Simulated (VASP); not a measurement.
A run of VASP 6.6.1 is set up as follows.

File POSCAR:

```
BaTiO3
1.0
    4.0148745500      0.0000000000      0.0000000000
    0.0000000000      4.0148745500      0.0000000000
    0.0000000000      0.0000000000      8.0297490900
Ba Ti O
2 2 6
Direct
    0.5000000000      0.5000000000      0.2500000000
    0.5000000000      0.5000000000      0.7500000000
    0.0000000000      0.0000000000      0.0000000000
    0.0000000000      0.0000000000      0.5000000000
    0.5000000000      0.0000000000      0.0000000000
    0.5000000000      0.0000000000      0.5000000000
    0.0000000000      0.5000000000      0.0000000000
    0.0000000000      0.5000000000      0.5000000000
    0.0000000000      0.0000000000      0.2500000000
    0.0000000000      0.0000000000      0.7500000000
```

File INCAR.step1:

```
SYSTEM = BaTiO3
  ALGO = Normal
  EDIFF = 1E-4
  ENCUT = 600
  GGA = PE
  ISMEAR = -1
  LASPH = .True.
  LCHARG = .False.
  LREAL = .False.
  LWAVE = .True.
  NELM = 80
  PREC = Accurate
  SIGMA = 0.05
```

INCAR.step2

```
SYSTEM = BaTiO3
  ALGO = Normal
  EDIFF = 1E-6
  EDIFFG = -0.01
  ENCUT = 600
  IBRION = 2
  ISIF = 3
  ISMEAR = -1
  ISTART = 1
  LASPH = .True.
  LCHARG = .False.
  LMIXTAU = .True.
  LREAL = .False.
  LWAVE = .False.
  METAGGA = R2SCAN
  NELM = 80
  NSW = 100
  PREC = Accurate
  PSTRESS = 50.0
  SIGMA = 0.05
```

The input KPOINTS:

```
k-points
0
Gamma
  6 6 3
  0 0 0
```

Potentials or basis: VASP PAW PBE potentials, release 64 (Ba_sv, Ti_sv, O).

Launch:

```bash
$ cat potpaw_PBE.64/Ba_sv/POTCAR potpaw_PBE.64/Ti_sv/POTCAR potpaw_PBE.64/O/POTCAR > POTCAR
$ cp INCAR.step1 INCAR
$ mpirun -np 1 vasp_std > vasp.out
$ cp INCAR.step2 INCAR
$ mpirun -np 1 vasp_std > vasp.out
```

(1) What does it give for the space group after relaxing (to 0.1 Å)?

(2) Predict the relaxed cell.

(3) What does it give for the band gap on the k mesh?

Answers

(1) Pm-3m (No. 221).

(2) a = 3.973 Å, b = 3.973 Å, c = 7.946 Å, α = 90.00°, β = 90.00°, γ = 90.00°.

(3) 2.19 eV.

Caveat: the cell is relaxed towards a set pressure, so the run minimises the enthalpy, not the energy; spin-orbit coupling is left out, which moves the levels of the heavy elements.
